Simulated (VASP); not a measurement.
PbO: relaxation of shape and atoms at fixed volume with PBE

PbO:

```
Pb O
1.0
     3.59387    0.00000    0.00000
    -1.79694    3.11238    0.00000
     0.00000    0.00000    6.30893
Pb O
2 2
Direct
  0.33333 0.66667 0.25000
  0.66667 0.33333 0.75000
  0.00000 0.00000 0.00000
  0.00000 0.00000 0.50000
```

```yaml
Program: VASP 6.6.1
Task: relaxation of shape and atoms at fixed volume
Functional: PBE
Potentials_or_basis: VASP PAW PBE potentials, release 64 (Pb_d, O)
Cutoff: 600 eV
k_mesh: 10 × 10 × 6
Occupations: gaussian, width 0.05 eV
Spin: no spin polarisation
Dipole_correction: no
Further_INCAR_settings: ALGO = Normal; EDIFF = 1e-06; IBRION = 2; EDIFFG = -0.01; NSW = 60; ISIF = 4
```

```yaml
Energy_gained_by_relaxing: 0.0 meV/atom
Ionic_steps: 3
Pressure_after_relaxing: 1.7 GPa
Band_gap_on_the_k_mesh: 0.12 eV (least direct gap 0.13 eV)
```

The path:
| step | energy change (eV) | largest force (eV/Å) | pressure (GPa) | volume (Å³) |
| --- | --- | --- | --- | --- |
| 1 | 0.0000 | 0.0000 | 1.72 | 70.57 |
| 2 | -0.0001 | 0.0000 | 1.70 | 70.57 |
| 3 | -0.0002 | 0.0000 | 1.69 | 70.57 |

Final structure:
```
Pb O
1.0
     3.59001    0.00000    0.00000
    -1.79501    3.10904    0.00000
     0.00000    0.00000    6.32249
Pb O
2 2
Direct
  0.33333 0.66667 0.25000
  0.66667 0.33333 0.75000
  0.00000 0.00000 0.00000
  0.00000 0.00000 0.50000
```

Levels at points of the mesh, in eV from the valence-band top:
| k point | band 18 | band 19 | band 20 | band 21 | band 22 | band 23 |
| --- | --- | --- | --- | --- | --- | --- |
| (0.00, 0.00, 0.00) | -1.93 | -1.93 | 0.00 | 0.36 | 5.66 | 5.66 |
| (0.50, 0.00, 0.00) | -2.01 | -1.62 | -0.38 | 0.31 | 3.41 | 3.88 |
| (0.00, 0.00, 0.50) | -2.11 | -1.83 | -1.83 | 3.91 | 3.91 | 6.81 |
| (0.50, 0.00, 0.50) | -2.66 | -1.66 | -1.66 | 1.75 | 1.75 | 5.64 |

Run time: 6.1 min on 1 thread of Intel Xeon 8259CL (shared host), peak memory 0.27 GiB.

Caveat: spin-orbit coupling is left out, which moves the levels of the heavy elements. A k mesh can miss the band edges.
